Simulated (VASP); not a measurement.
# KBr (R-3m) in VASP: notebook

Runs on KBr. Level: HSE06. Tasks: single point.

Everything below comes from runs of VASP 6.6.1. Logs are shortened: lines on timing, memory, paths and dates and some standing lists are left out, and cuts for length are marked.

### Step 1. The cell of the first run

The structure is trigonal, space group R-3m (No. 166). Conventional cell: a = 4.647 Å, b = 4.647 Å, c = 11.517 Å, α = 90.00°, β = 90.00°, γ = 120.00°. K (site symmetry -3m) has 6 Br at 3.30 Å within 4.3 Å. Br (site symmetry -3m) has 6 K at 3.30 Å within 4.3 Å.

### Step 2. Single point, HSE06 (epitaxial 111 strain -0.5%)

POSCAR

```
KBr
1.0
    0.0259123081      3.3116488838      3.3116488838
    3.3116488838      0.0259123081      3.3116488838
    3.3116488838      3.3116488838      0.0259123081
K Br
1 1
Direct
    0.0000000000      0.0000000000      0.0000000000
    0.5000000000      0.5000000000      0.5000000000
```

INCAR.step1

```
PREC = Accurate
ENCUT = 520
EDIFF = 1E-5
ISMEAR = 0
SIGMA = 0.01
LREAL = False
LASPH = True
NELM = 100
ALGO = Normal
ISIF = 2
LWAVE = True
LCHARG = False
NBANDS = 15
GGA = PE
```

INCAR.step2

```
PREC = Accurate
ENCUT = 520
EDIFF = 1E-6
ISMEAR = 0
SIGMA = 0.01
LREAL = False
LASPH = True
NELM = 100
ALGO = Normal
ISIF = 2
LWAVE = False
LCHARG = False
GGA = PE
LHFCALC = True
HFSCREEN = 0.2079
PRECFOCK = Normal
NBANDS = 15
ISTART = 1
```

KPOINTS

```
regular mesh
0
Gamma
  4 4 4
```

Potentials or basis: VASP PAW PBE potentials, release 64 (K_sv, Br).

On the command line:

```
cat potpaw_PBE.64/K_sv/POTCAR potpaw_PBE.64/Br/POTCAR > POTCAR
cp INCAR.step1 INCAR
mpirun -np 1 vasp_std > vasp.out
cp INCAR.step2 INCAR
mpirun -np 1 vasp_std > vasp.out
```

OUTCAR:

```text
PREC = Accurate
   ENCUT = 520
   EDIFF = 1E-6
   ISMEAR = 0
   LREAL = False
   LASPH = True
   NELM = 100
   ISIF = 2
   GGA = PE
   LHFCALC = True
   HFSCREEN = 0.2079
   PRECFOCK = Normal
   ISTART = 1

 ion  position               nearest neighbor table
   1  0.000  0.000  0.000-   2 3.30   2 3.30   2 3.30   2 3.30   2 3.30   2 3.30
   2  0.500  0.500  0.500-   1 3.30   1 3.30   1 3.30   1 3.30   1 3.30   1 3.30

  LATTYP: Found a trigonal (rhomboedric) cell.
 ALAT       =     4.6834504489
 COS(alpha) =     0.5078090489

  Lattice vectors:

 A1 = (   0.0259123081,   3.3116488838,   3.3116488838)
 A2 = (   3.3116488838,   0.0259123081,   3.3116488838)
 A3 = (   3.3116488838,   3.3116488838,   0.0259123081)

Analysis of symmetry for initial positions (statically):
=====================================================================
 Subroutine PRICEL returns:
 Original cell was already a primitive cell.

 Routine SETGRP: Setting up the symmetry group for a
 trigonal (rhombohedral) supercell.

 Subroutine GETGRP returns: Found 12 space group operations
 (whereof 12 operations were pure point group operations)
 out of a pool of 12 trial point group operations.

The static configuration has the point symmetry D_3d.

Analysis of symmetry for dynamics (positions and initial velocities):
=====================================================================
 Subroutine PRICEL returns:
 Original cell was already a primitive cell.

 Routine SETGRP: Setting up the symmetry group for a
 trigonal (rhombohedral) supercell.

 Subroutine GETGRP returns: Found 12 space group operations
 (whereof 12 operations were pure point group operations)
 out of a pool of 12 trial point group operations.

The dynamic configuration has the point symmetry D_3d.

 Subroutine INISYM returns: Found 12 space group operations
 (whereof 12 operations are pure point group operations),
 and found     1 'primitive' translations

----------------------------------------------------------------------------------------

                                     Primitive cell

  volume of cell :      71.7853

  direct lattice vectors                    reciprocal lattice vectors
     0.025912308  3.311648884  3.311648884    -0.152765906  0.151579855  0.151579855
     3.311648884  0.025912308  3.311648884     0.151579855 -0.152765906  0.151579855
     3.311648884  3.311648884  0.025912308     0.151579855  0.151579855 -0.152765906

  length of vectors
     4.683450449  4.683450449  4.683450449     0.263230559  0.263230559  0.263230559

  position of ions in fractional coordinates (direct lattice)
     0.000000000  0.000000000  0.000000000
     0.500000000  0.500000000  0.500000000

  ion indices of the primitive-cell ions
   primitive index   ion index
                 1           1
                 2           2

----------------------------------------------------------------------------------------

 KPOINTS: regular mesh

Automatic generation of k-mesh.
 Grid dimensions read from file:
 generate k-points for:    4    4    4

 Generating k-lattice:

  Cartesian coordinates                     Fractional coordinates (reciprocal lattice)
    -0.038191477  0.037894964  0.037894964     0.250000000  0.000000000  0.000000000
     0.037894964 -0.038191477  0.037894964     0.000000000  0.250000000  0.000000000
     0.037894964  0.037894964 -0.038191477     0.000000000  0.000000000  0.250000000

  Length of vectors
     0.065807640  0.065807640  0.065807640

  Shift w.r.t. Gamma in fractional coordinates (k-lattice)
     0.000000000  0.000000000  0.000000000

 Subroutine IBZKPT returns following result:
 ===========================================

 Found     13 irreducible k-points:

 Following reciprocal coordinates:
            Coordinates               Weight
  0.000000  0.000000  0.000000      1.000000
  0.250000  0.000000  0.000000      6.000000
  0.500000  0.000000  0.000000      3.000000
  0.250000  0.250000  0.000000      6.000000
  0.500000  0.250000  0.000000     12.000000
 -0.250000  0.250000  0.000000      6.000000
  0.500000  0.500000  0.000000      3.000000
  0.250000  0.250000  0.250000      2.000000
  0.500000  0.250000  0.250000      6.000000
 -0.250000  0.250000  0.250000      6.000000
  0.500000  0.500000  0.250000      6.000000
 -0.250000  0.500000  0.250000      6.000000
  0.500000  0.500000  0.500000      1.000000
   k-points           NKPTS =     13   k-points in BZ     NKDIM =     64   number of bands    NBANDS=     15
   number of dos      NEDOS =    301   number of ions     NIONS =      2
   total plane-waves  NPLWV =  46656
   dimension x,y,z NGX =    36 NGY =   36 NGZ =   36
   dimension x,y,z NGXF=    72 NGYF=   72 NGZF=   72
   ions per type =               1   1
   NGX,Y,Z   is equivalent  to a cutoff of  12.78, 12.78, 12.78 a.u.
   NGXF,Y,Z  is equivalent  to a cutoff of  25.56, 25.56, 25.56 a.u.
 SYSTEM =  unknown system
   PREC   = accura    normal or accurate (medium, high low for compatibility)
   ISTART =      1    job   : 0-new  1-cont  2-samecut
   ICHARG =      0    charge: 1-file 2-atom 10-const
   ISPIN  =      1    spin polarized calculation?
   LNONCOLLINEAR =      F non collinear calculations
   LSORBIT =      F    spin-orbit coupling
   LASPH  =      T    aspherical Exc in radial PAW
   ENCUT  =  520.0 eV  38.22 Ry    6.18 a.u.   8.71  8.71  8.71*2*pi/ulx,y,z
   NELM   =    100;   NELMIN=  2; NELMDL=  0     # of ELM steps
   EDIFF  = 0.1E-05   stopping-criterion for ELM
   LREAL  =      F    real-space projection
   EDIFFG = 0.1E-04   stopping-criterion for IOM
   NSW    =      0    number of steps for IOM
   IBRION =     -1    ionic relax: 0-MD 1-quasi-New 2-CG
   NFREE  =      0    steps in history (QN), initial steepest desc. (CG)
   ISIF   =      2    stress and relaxation
   ISYM   =      3    0-nonsym 1-usesym 2-fastsym
   POTIM  = 0.5000    time-step for ionic-motion
   TEBEG  =    0.0;   TEEND  =   0.0 temperature during run
   PSTRESS=    0.0 pullay stress
   NELECT =      16.0000    total number of electrons
   NUPDOWN=      -1.0000    fix difference up-down
   EMIN   =  10.00;   EMAX   =-10.00  energy-range for DOS
   EFERMI =   0.00;   METHOD = LEGACY
   ISMEAR =     0;   SIGMA  =   0.01  broadening in eV -4-tet -1-fermi 0-gaus
   EFERMI_NEDOS =   21; number of points for ismear=-14 and -15
   IALGO  =     38    algorithm
   IMIX   =      1    mixing-type and parameters
     AMIX     =   0.40;   BMIX     =  1.00
     AMIX_MAG =   1.60;   BMIX_MAG =  1.00
  volume/ion in A,a.u.               =      35.89       242.22
  Fermi-wavevector in a.u.,A,eV,Ry     =   0.992589  1.875722 13.404919  0.985234
  Thomas-Fermi vector in A             =   2.124412
   LORBIT       =      0    0 simple, 1 ext, 2 COOP (PROOUT), +10 PAW based schemes
   GGA     = PE    functional components
   LHFCALC =     T    Hartree Fock is set to
   PRECFOCK=normal    Normal, Fast or Accurate (Low or Medium for compatibility)
   ENCUT4O =  -1.0   cutoff for four orbital integrals eV
   NKREDX  =     1    reduce k-point grid by
   NKREDY  =     1    reduce k-point grid by
   NKREDZ  =     1    reduce k-point grid by
   AEXX    =    0.2500 exact exchange contribution
   HFSCREEN=    0.2079 screening length (either q_TF or 0.3 A-1)
   HFSCREENC=   0.2079 screening length for correlation (either q_TF or 0.3 A-1)
   ENCUTFOCK=  -1.0 apply spherical cutoff to Coloumb kernel
   IVDW    =     0    specifies the selected vdW correction
   LEPSILON=     F    determine dielectric tensor
   LRPA    =     F    only Hartree local field effects (RPA)
 non-spin polarized calculation
 Gauss-broadening in eV      SIGMA  =   0.01
  energy-cutoff  :      520.00
  volume of cell :       71.79
 maximum number of plane-waves:      1949
 NGX is ok and might be reduce to    36
  NGX = 28; NGY = 28; NGZ = 28

 number of electron      15.9999998 magnetization

 Free energy of the ion-electron system (eV)
  ---------------------------------------------------
  ext. energy  EPLUGINS =         0.00000000
  ---------------------------------------------------
  free energy    TOTEN  =        -7.16850486 eV

  energy without entropy =       -7.16850486  energy(sigma->0) =       -7.16850486

 E-fermi :  -2.5480     XC(G=0):  -6.1872

 val. band max:       -2.5984909288   @ k =   0.0000   0.0000   0.0000
 cond. band min:       2.9944559602   @ k =   0.0000   0.0000   0.0000
 fundamental gap:      5.5929468891
 Fermi energy:        -2.5479816690

 k-point     1 :       0.0000    0.0000    0.0000
  band No.  band energies     occupation
      1     -32.5722      2.00000
      2     -15.9329      2.00000
      3     -14.6964      2.00000
      4     -14.6964      2.00000
      5     -14.6955      2.00000
      6      -2.6258      2.00000
      7      -2.5985      2.00000
      8      -2.5985      2.00000
      9       2.9945      0.00000
     10       6.2946      0.00000
     11       6.3946      0.00000
     12       6.3946      0.00000
     13       7.3135      0.00000
     14       7.3135      0.00000
     15      10.1456      0.00000

 k-point     2 :       0.2500    0.0000    0.0000
  band No.  band energies     occupation
      1     -32.5692      2.00000
      2     -16.0242      2.00000
      3     -14.6987      2.00000
      4     -14.6971      2.00000
      5     -14.5604      2.00000
      6      -3.2946      2.00000
      7      -2.8025      2.00000
      8      -2.7788      2.00000
      9       4.2695      0.00000
     10       6.1853      0.00000
     11       7.0571      0.00000
     12       7.1440      0.00000
     13       8.1048      0.00000
     14       8.1263      0.00000
     15      11.2481      0.00000
[... 167 lines left out ...]
      3     -14.7635      2.00000
      4     -14.7593      2.00000
      5     -14.5960      2.00000
      6      -3.2366      2.00000
      7      -3.2272      2.00000
      8      -3.1678      2.00000
      9       6.0427      0.00000
     10       6.0498      0.00000
     11       6.9957      0.00000
     12       7.9173      0.00000
     13       9.5674      0.00000
     14       9.9820      0.00000
     15      10.1962      0.00000

 k-point    13 :       0.5000    0.5000    0.5000
  band No.  band energies     occupation
      1     -32.5666      2.00000
      2     -16.1093      2.00000
      3     -14.6996      2.00000
      4     -14.6996      2.00000
      5     -14.4290      2.00000
      6      -3.8452      2.00000
      7      -2.9321      2.00000
      8      -2.9321      2.00000
      9       5.1471      0.00000
     10       6.9481      0.00000
     11       8.7572      0.00000
     12       8.7572      0.00000
     13       8.8171      0.00000
     14       8.8171      0.00000
     15       9.8967      0.00000

------------------------ aborting loop because EDIFF is reached ----------------------------------------

  FORCE on cell =-STRESS in cart. coord.  units (eV):
  Direction    XX          YY          ZZ          XY          YZ          ZX
  --------------------------------------------------------------------------------------
  -------------------------------------------------------------------------------------
  Total        0.2255573      0.2255573      0.2255573     -0.0189321     -0.0189321     -0.0189321
  in kB        5.0342166      5.0342166      5.0342166     -0.4225452     -0.4225452     -0.4225452
  external PRESSURE =       5.0342166 kB  Pullay stress =       0.0000000 kB

 VOLUME and BASIS-vectors are now :
 -----------------------------------------------------------------------------
  energy-cutoff  :      520.00
  volume of cell :       71.79
      direct lattice vectors                 reciprocal lattice vectors
     0.025912308  3.311648884  3.311648884    -0.152765906  0.151579855  0.151579855
     3.311648884  0.025912308  3.311648884     0.151579855 -0.152765906  0.151579855
     3.311648884  3.311648884  0.025912308     0.151579855  0.151579855 -0.152765906

 POSITION                                       TOTAL-FORCE (eV/Angst)
 -----------------------------------------------------------------------------------
      0.00000      0.00000      0.00000        -0.000000      0.000000     -0.000000
      3.32461      3.32461      3.32461         0.000000     -0.000000      0.000000
 -----------------------------------------------------------------------------------
    total drift:                               -0.000000      0.000000     -0.000000

  FREE ENERGIE OF THE ION-ELECTRON SYSTEM (eV)
  ---------------------------------------------------
  free  energy   TOTEN  =        -7.1685048620 eV

  energy  without entropy=       -7.1685048620  energy(sigma->0) =       -7.16850486
```

It took 27 min on 1 thread of Intel Xeon 8259CL, shared host; peak memory 0.3 GiB.

What came out:

| Quantity | Value |
| --- | --- |
| Free energy | -7.1685 eV |
| Pressure | 0.5 GPa |
| Band gap on the k mesh | 5.59 eV |

Levels at points of the mesh, in eV from the valence-band top:
```
           k point  band 5  band 6  band 7  band 8  band 9  band 10  band 11  band 12
(0.00, 0.00, 0.00)  -12.10   -0.03    0.00    0.00    5.59     8.89     8.99     8.99
(0.50, 0.00, 0.00)  -11.84   -1.24   -0.37   -0.35    7.74     9.60    11.32    11.35
(0.50, 0.50, 0.00)  -12.13   -0.88   -0.33   -0.30    7.06     8.49    10.78    10.97
(0.50, 0.50, 0.50)  -11.83   -1.25   -0.33   -0.33    7.75     9.55    11.36    11.36
```

Caveat: the cell differs from its parent crystal (epitaxial 111 strain -0.5%); the PAW data sets were made with another functional, which shifts forces and pressure a little.

[end of part 1 of 2]
